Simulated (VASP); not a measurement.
# Zr (P6_3/mmc) in VASP: relaxation of cell and atoms with PBEsol

Aim: the relaxation of cell and atoms of Zr with PBEsol.

All numbers are computed with VASP 6.6.1; they aren't measurements. Logs are shortened: lines on timing, memory, paths and dates and some standing lists are left out, and cuts for length are marked.

## 1. The cell of the first run

The structure is hexagonal, space group P6_3/mmc (No. 194). Conventional cell: a = 3.137 Å, b = 3.137 Å, c = 5.035 Å, α = 90.00°, β = 90.00°, γ = 120.00°. Within 4.1 Å of Zr (site symmetry -6m2) lie 12 Zr at 3.10 to 3.14 Å.

## 2. Relaxation of cell and atoms, PBEsol, target pressure 5.34 GPa, at which the enthalpy is minimised

Contents of INCAR:

```
SYSTEM = Zr
PREC = Accurate
ENCUT = 600
EDIFF = 1E-7
ISMEAR = -1
SIGMA = 0.1
LREAL = .FALSE.
LASPH = .TRUE.
NELM = 60
ALGO = Fast
ISIF = 3
LWAVE = .FALSE.
LCHARG = .FALSE.
GGA = PS
IBRION = 2
NSW = 80
EDIFFG = -0.002
PSTRESS = 53.4
```

Contents of KPOINTS:

```
regular mesh
0
G
  15 15 8
  0 0 0
```

Contents of POSCAR:

```
Zr
1.0
    3.1366031170      0.0000000000      0.0000000000
   -1.5683015585      2.7163779809      0.0000000000
    0.0000000000      0.0000000000      5.0346228607
Zr
2
Direct
    0.3333333333      0.6666666667      0.2500000000
    0.6666666667      0.3333333333      0.7500000000
```

Potentials or basis: VASP PAW PBE potentials, release 64 (Zr_sv).

Command:

```console
cat potpaw_PBE.64/Zr_sv/POTCAR > POTCAR
mpirun -np 1 vasp_std > vasp.out
```

OUTCAR:

```text
SYSTEM = Zr
   PREC = Accurate
   ENCUT = 600
   EDIFF = 1E-7
   ISMEAR = -1
   LREAL = .FALSE.
   LASPH = .TRUE.
   NELM = 60
   ISIF = 3
   GGA = PS
   IBRION = 2
   NSW = 80
   EDIFFG = -0.002
   PSTRESS = 53.4

 ion  position               nearest neighbor table
   1  0.333  0.667  0.250-   2 3.10   2 3.10   2 3.10   2 3.10   2 3.10   2 3.10
   2  0.667  0.333  0.750-   1 3.10   1 3.10   1 3.10   1 3.10   1 3.10   1 3.10

  LATTYP: Found a hexagonal cell.
 ALAT       =     3.1366031170
 C/A-ratio  =     1.6051195108

  Lattice vectors:

 A1 = (   3.1366031170,   0.0000000000,   0.0000000000)
 A2 = (  -1.5683015585,   2.7163779809,   0.0000000000)
 A3 = (   0.0000000000,   0.0000000000,   5.0346228607)

Analysis of symmetry for initial positions (statically):
=====================================================================
 Subroutine PRICEL returns:
 Original cell was already a primitive cell.

 Routine SETGRP: Setting up the symmetry group for a
 hexagonal supercell.

 Subroutine GETGRP returns: Found 24 space group operations
 (whereof 12 operations were pure point group operations)
 out of a pool of 24 trial point group operations.

The static configuration has the point symmetry D_3d.
 The point group associated with its full space group is D_6h.

Analysis of symmetry for dynamics (positions and initial velocities):
=====================================================================
 Subroutine PRICEL returns:
 Original cell was already a primitive cell.

 Routine SETGRP: Setting up the symmetry group for a
 hexagonal supercell.

 Subroutine GETGRP returns: Found 24 space group operations
 (whereof 12 operations were pure point group operations)
 out of a pool of 24 trial point group operations.

The dynamic configuration has the point symmetry D_3d.
 The point group associated with its full space group is D_6h.

 Subroutine INISYM returns: Found 24 space group operations
 (whereof 12 operations are pure point group operations),
 and found     1 'primitive' translations

----------------------------------------------------------------------------------------

                                     Primitive cell

  volume of cell :      42.8960

  direct lattice vectors                    reciprocal lattice vectors
     3.136603117  0.000000000  0.000000000     0.318816236  0.184068640  0.000000000
    -1.568301558  2.716377981  0.000000000     0.000000000  0.368137280  0.000000000
     0.000000000  0.000000000  5.034622861     0.000000000  0.000000000  0.198624610

  length of vectors
     3.136603117  3.136603117  5.034622861     0.368137280  0.368137280  0.198624610

  position of ions in fractional coordinates (direct lattice)
     0.333333333  0.666666667  0.250000000
     0.666666667  0.333333333  0.750000000

  ion indices of the primitive-cell ions
   primitive index   ion index
                 1           1
                 2           2

----------------------------------------------------------------------------------------

 KPOINTS: regular mesh

Automatic generation of k-mesh.
 Grid dimensions read from file:
 generate k-points for:   15   15    8

 Generating k-lattice:

  Cartesian coordinates                     Fractional coordinates (reciprocal lattice)
     0.021254416  0.012271243  0.000000000     0.066666667  0.000000000  0.000000000
     0.000000000  0.024542485  0.000000000     0.000000000  0.066666667  0.000000000
     0.000000000  0.000000000  0.024828076     0.000000000  0.000000000  0.125000000

  Length of vectors
     0.024542485  0.024542485  0.024828076

  Shift w.r.t. Gamma in fractional coordinates (k-lattice)
     0.000000000  0.000000000  0.000000000

 Subroutine IBZKPT returns following result:
 ===========================================

 Found    135 irreducible k-points:

 Following reciprocal coordinates:
            Coordinates               Weight
  0.000000  0.000000  0.000000      1.000000
  0.066667 -0.000000  0.000000      6.000000
  0.133333 -0.000000  0.000000      6.000000
  0.200000 -0.000000  0.000000      6.000000
  0.266667 -0.000000  0.000000      6.000000
  0.333333 -0.000000  0.000000      6.000000
[... 16 lines left out ...]
  0.333333  0.200000  0.000000     12.000000
  0.400000  0.200000  0.000000      6.000000
 [... further k-points ...]
   k-points           NKPTS =    135   k-points in BZ     NKDIM =    135   number of bands    NBANDS=     16
   number of dos      NEDOS =    301   number of ions     NIONS =      2
   total plane-waves  NPLWV =  31360
   dimension x,y,z NGX =    28 NGY =   28 NGZ =   40
   dimension x,y,z NGXF=    56 NGYF=   56 NGZF=   80
   ions per type =               2
   NGX,Y,Z   is equivalent  to a cutoff of  14.84, 14.84, 13.21 a.u.
   NGXF,Y,Z  is equivalent  to a cutoff of  29.68, 29.68, 26.42 a.u.
 SYSTEM =  Zr
   PREC   = accura    normal or accurate (medium, high low for compatibility)
   ISTART =      0    job   : 0-new  1-cont  2-samecut
   ICHARG =      2    charge: 1-file 2-atom 10-const
   ISPIN  =      1    spin polarized calculation?
   LNONCOLLINEAR =      F non collinear calculations
   LSORBIT =      F    spin-orbit coupling
   LASPH  =      T    aspherical Exc in radial PAW
   ENCUT  =  600.0 eV  44.10 Ry    6.64 a.u.   6.26  6.26 10.06*2*pi/ulx,y,z
   NELM   =     60;   NELMIN=  2; NELMDL= -5     # of ELM steps
   EDIFF  = 0.1E-06   stopping-criterion for ELM
   LREAL  =      F    real-space projection
   EDIFFG = -.2E-02   stopping-criterion for IOM
   NSW    =     80    number of steps for IOM
   IBRION =      2    ionic relax: 0-MD 1-quasi-New 2-CG
   NFREE  =      1    steps in history (QN), initial steepest desc. (CG)
   ISIF   =      3    stress and relaxation
   ISYM   =      2    0-nonsym 1-usesym 2-fastsym
   POTIM  = 0.5000    time-step for ionic-motion
   TEBEG  =    0.0;   TEEND  =   0.0 temperature during run
   PSTRESS=   53.4 pullay stress
   NELECT =      24.0000    total number of electrons
   NUPDOWN=      -1.0000    fix difference up-down
   EMIN   =  10.00;   EMAX   =-10.00  energy-range for DOS
   EFERMI =   0.00;   METHOD = LEGACY
   ISMEAR =    -1;   SIGMA  =   0.10  broadening in eV -4-tet -1-fermi 0-gaus
   EFERMI_NEDOS =   21; number of points for ismear=-14 and -15
   IALGO  =     68    algorithm
   IMIX   =      4    mixing-type and parameters
     AMIX     =   0.40;   BMIX     =  1.00
     AMIX_MAG =   1.60;   BMIX_MAG =  1.00
  volume/ion in A,a.u.               =      21.45       144.74
  Fermi-wavevector in a.u.,A,eV,Ry     =   1.348983  2.549207 24.759256  1.819754
  Thomas-Fermi vector in A             =   2.476607
   LORBIT       =      0    0 simple, 1 ext, 2 COOP (PROOUT), +10 PAW based schemes
   GGA     = PS    functional components
   LHFCALC =     F    Hartree Fock is set to
   AEXX    =    0.0000 exact exchange contribution
   IVDW    =     0    specifies the selected vdW correction
   LEPSILON=     F    determine dielectric tensor
   LRPA    =     F    only Hartree local field effects (RPA)
 conjugate gradient relaxation of ions
 non-spin polarized calculation
 RMM-DIIS sequential band-by-band and
  energy-cutoff  :      600.00
  volume of cell :       42.90
 maximum number of plane-waves:      1452
 NGX is ok and might be reduce to    28
   NGX = 13   NGY = 13   NGZ = 21

--------------------------------------- Ionic step        1  -------------------------------------------

 number of electron      24.0000000 magnetization

 Free energy of the ion-electron system (eV)
  ---------------------------------------------------
  ext. energy  EPLUGINS =         0.00000000
  ---------------------------------------------------
  free energy    TOTEN  =       -18.16425827 eV

  energy without entropy =      -18.09800474  energy(sigma->0) =      -18.13113151

------------------------ aborting loop because EDIFF is reached ----------------------------------------

  FORCE on cell =-STRESS in cart. coord.  units (eV):
  Direction    XX          YY          ZZ          XY          YZ          ZX
  --------------------------------------------------------------------------------------
  -------------------------------------------------------------------------------------
  Total        1.2671339      1.2671339      1.5133001      0.0000000      0.0000000      0.0000000
  in kB       47.3278054     47.3278054     56.5221816      0.0000000      0.0000000      0.0000000
  external PRESSURE =      -3.0074026 kB  Pullay stress =      53.4000000 kB
[... 137 lines left out ...]
  enthalpy is  TOTEN    =       -16.7354995252 eV   P V=        1.4255931832

--------------------------------------- Ionic step        5  -------------------------------------------

 number of electron      24.0000000 magnetization

 Free energy of the ion-electron system (eV)
  ---------------------------------------------------
  ext. energy  EPLUGINS =         0.00000000
  ---------------------------------------------------
  free energy    TOTEN  =       -18.16000512 eV

  energy without entropy =      -18.09327397  energy(sigma->0) =      -18.12663955

 E-fermi :   9.8152     XC(G=0): -11.5997

 val. band max:        9.8055902976   @ k =   0.0000   0.0000   0.5000
 cond. band min:       9.8288939374   @ k =   0.2000   0.1333   0.3750
 fundamental gap:      0.0233036399
 Fermi energy:         9.8151750847

 k-point     1 :       0.0000    0.0000    0.0000
  band No.  band energies     occupation
      1     -38.7251      2.00000
      2     -38.5177      2.00000
      3     -17.4216      2.00000
      4     -16.2821      2.00000
      5     -16.2821      2.00000
      6     -16.1347      2.00000
[... 8 lines left out ...]
     15      11.4818      0.00000
     16      11.4818      0.00000
[... 420 lines left out ...]
  band No.  band energies     occupation
      1     -38.5021      2.00000
      2     -38.4601      2.00000
      3     -17.1545      2.00000
      4     -16.9462      2.00000
      5     -16.7648      2.00000
      6     -16.7518      2.00000
[... 8 lines left out ...]
     15      11.5484      0.00000
     16      14.4131      0.00000

 [... further k-points ...]

------------------------ aborting loop because EDIFF is reached ----------------------------------------

  FORCE on cell =-STRESS in cart. coord.  units (eV):
  Direction    XX          YY          ZZ          XY          YZ          ZX
  --------------------------------------------------------------------------------------
  -------------------------------------------------------------------------------------
  Total        1.4207743      1.4207743      1.4241170      0.0000000     -0.0000000      0.0000000
  in kB       53.2613886     53.2613886     53.3866987      0.0000000     -0.0000000      0.0000000
  external PRESSURE =      -0.0968414 kB  Pullay stress =      53.4000000 kB
[... 17 lines left out ...]
  FREE ENERGIE OF THE ION-ELECTRON SYSTEM (eV)
  ---------------------------------------------------
  free  energy   TOTEN  =       -18.1600051247 eV

  energy  without entropy=      -18.0932739700  energy(sigma->0) =      -18.12663955

  enthalpy is  TOTEN    =       -16.7355332916 eV   P V=        1.4244718332

 reached required accuracy - stopping structural energy minimisation
```

Run time: 9.4 min. Hardware: 1 thread of Intel Xeon Platinum 8259CL at 2.50GHz (Skylake/Cascade Lake), shared host; peak memory 0.25 GiB.

Results:

```yaml
Free_energy: -18.1600 eV
Relaxed_volume: 21.37 Å³/atom
Relaxed_cell: a = 3.122 Å, b = 3.122 Å, c = 5.064 Å, α = 90.00°, β = 90.00°, γ = 120.00°
Space_group_after_relaxing_to_0.1_Å: P6_3/mmc (No. 194)
Energy_change_on_relaxing_the_run_minimises_the_enthalpy: +2.1 meV/atom
Ionic_steps: 5
Pressure_after_relaxing: 5.3 GPa
Band_gap_on_the_k_mesh: zero (bands 12 and 13 overlap by 1.39 eV)
```

Step by step:
```csv
step,energy change (eV),largest force (eV/Å),pressure (GPa),volume (Å³)
1,0.0000,0.0000,5.04,42.90
2,0.0076,0.0000,5.65,42.65
3,0.0077,0.0000,5.66,42.64
4,0.0032,0.0000,5.25,42.77
5,0.0043,0.0000,5.33,42.74
```

Final structure:
```
Zr
1.0
     3.12184    0.00000    0.00000
    -1.56092    2.70359    0.00000
     0.00000    0.00000    5.06374
Zr
2
Direct
  0.33333 0.66667 0.25000
  0.66667 0.33333 0.75000
```

Levels at points of the mesh, in eV from the Fermi level:
| k point | band 9 | band 10 | band 11 | band 12 | band 13 | band 14 | band 15 | band 16 |
| --- | --- | --- | --- | --- | --- | --- | --- | --- |
| (0.00, 0.00, 0.00) | -5.78 | -3.25 | 0.91 | 0.93 | 0.93 | 1.43 | 1.67 | 1.67 |
| (0.00, 0.00, 0.50) | -4.00 | -4.00 | -0.01 | -0.01 | 0.86 | 0.86 | 0.86 | 0.86 |

Caveat: the cell is relaxed towards a set pressure, so the run minimises the enthalpy, not the energy; the PAW data sets were made with another functional, which shifts forces and pressure a little.
